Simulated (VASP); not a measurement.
Bi:

```
Bi
1.0
     3.09453    0.00000    0.00000
    -1.54727    2.67994    0.00000
     0.00000    0.00000    4.78773
Bi
2
Direct
  0.33333 0.66667 0.25000
  0.66667 0.33333 0.75000
```

This isn't the form of Bi at room conditions, which is rhombohedral.

* Program: VASP 6.6.1
* Task: relaxation of cell and atoms
* Functional: r2SCAN
* Potentials or basis: VASP PAW PBE potentials, release 64 (Bi_d)
* Cutoff: 600 eV
* k mesh: 6 × 6 × 4
* Occupations: gaussian, width 0.1 eV
* Spin: no spin polarisation

At the start: pressure 73.1 GPa; volume 19.85 Å³/atom.

Q: How do energy, volume and symmetry change on relaxing?

A: Over 10 steps the energy falls by 1751.7 meV/atom and the volume is 30.77 Å³/atom (+55.0 %); space group P6_3/mmc (No. 194, to 0.1 Å) before and after.

The path:
```
step  energy change (eV)  largest force (eV/Å)  pressure (GPa)  volume (Å³)
   1              0.0000                0.0000           73.14        39.71
   2             -0.7750                0.0000           -8.18       117.60
   3             -3.4504                0.0000           -2.93        65.66
   4             -3.4735                0.0000           -1.64        63.93
   5             -3.4812                0.0000           -0.18        62.24
   6             -3.4806                0.0000           -0.65        62.76
   7             -3.5007                0.0000           -0.57        62.47
   8             -3.5028                0.0000           -0.46        62.32
   9             -3.5028                0.0000           -0.47        62.33
  10             -3.5034                0.0000            0.26        61.55
```

Final structure:
```
Bi
1.0
     3.48013    0.00000    0.00000
    -1.74007    3.01388    0.00000
     0.00000    0.00000    5.86782
Bi
2
Direct
  0.33333 0.66667 0.25000
  0.66667 0.33333 0.75000
```

Caveat: the k points lie up to 0.35 Å⁻¹ apart in the final cell, too coarse for converged energies and pressures of a metal; the volume moved by over 15 % at a fixed basis, so the end points are rough; the PAW data sets were made with another functional, which shifts forces and pressure a little.
